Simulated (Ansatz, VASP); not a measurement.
## ScGa3N2 in VASP and in Ansatz

Contents of INCAR:

```
SYSTEM = ScGa3N2
PREC     = Accurate       ! precision mode
ENCUT    = 520            ! plane-wave cutoff, eV
EDIFF    = 1E-7           ! SCF threshold, eV
ISMEAR   = 0              ! smearing method
SIGMA    = 0.1            ! smearing width, eV
LREAL    = .FALSE.        ! projectors in reciprocal space
LASPH    = .TRUE.         ! aspherical terms in the spheres
NELM     = 60             ! most SCF steps
ALGO     = Normal         ! electronic algorithm
ISIF     = 2              ! what is computed and relaxed
LWAVE    = .FALSE.        ! write WAVECAR
LCHARG   = .TRUE.         ! write CHGCAR
GGA      = PE             ! functional
LELF     = .TRUE.         ! ELF
LVHAR    = .TRUE.       
NBANDS   = 39             ! bands
```

Contents of KPOINTS:

```
regular mesh
0
G
  6 6 4
  0 0 0
```

The input POSCAR:

```
ScGa3N2
1.0
    3.4121117900      0.0000000000      0.0000000000
    0.0000000000      3.4121117900      0.0000000000
    0.0000000000      0.0000000000      7.4138491000
Sc Ga N
1 3 2
Direct
    0.0000000000      0.0000000000      0.0000000000
    0.5000000000      0.0000000000      0.6250519800
    0.0000000000      0.5000000000      0.3749480200
    0.5000000000      0.5000000000      0.0000000000
    0.5000000000      0.0000000000      0.2626059900
    0.0000000000      0.5000000000      0.7373940100
```

Input for Ansatz:

```yaml
crystal:
  lattice:
    - [3.41211179, 0.0, 0.0]
    - [0.0, 3.41211179, 0.0]
    - [0.0, 0.0, 7.4138491]
  atoms:
    - { symbol: Sc, position: [0.0, 0.0, 0.0] }
    - { symbol: Ga, position: [0.5, 0.0, 0.62505198] }
    - { symbol: Ga, position: [0.0, 0.5, 0.37494802] }
    - { symbol: Ga, position: [0.5, 0.5, 0.0] }
    - { symbol: "N", position: [0.5, 0.0, 0.26260599] }
    - { symbol: "N", position: [0.0, 0.5, 0.73739401] }
basis:
  ecutwfc: 420
kpoints:
  mp_grid: { grid: [6, 6, 4] }
hamiltonian:
  xc: pbe
scf:
  occupations: { method: gaussian, width: 0.1 }
  lower_state_search: "off"
output:
  forces: true
  stress: true
  eigenvalues: true
```

Change from the starting cell: species swapped into the Ti2CuSb3 type (P-4m2, No. 115).

Alike in both runs: task single point; functional PBE; k mesh 6 × 6 × 4; occupations gaussian, width 0.1 eV; no spin polarisation.

```csv
,VASP,Ansatz
version,VASP 6.6.1,Ansatz 0.2.0
potentials or method,"VASP PAW PBE potentials, release 64 (Sc_sv, Ga_d, N), cutoff 520 eV","scalar-relativistic, plane waves, PAW"
valence electrons in the cell,60,60
```

Ansatz gave:

- gap on the k mesh at the Fermi level (eV): none
- pressure (GPa): 1.7
- traceless stress, the component that is largest in VASP (GPa): -19.90
- rms of the force components (eV/Å): 0.260

Task: What did VASP give for the same quantities?

Result: gap on the k mesh at the Fermi level (eV): none; pressure (GPa): 2.0; traceless stress, the component that is largest in VASP (GPa): -20.03; rms of the force components (eV/Å): 0.258.

Atom by atom the forces differ by 0.003 eV/Å (rms over components). A gap of «none» marks a metal or a gap that the smearing closes. The functional is the same, so the differences come from potentials, cutoffs and numerics.
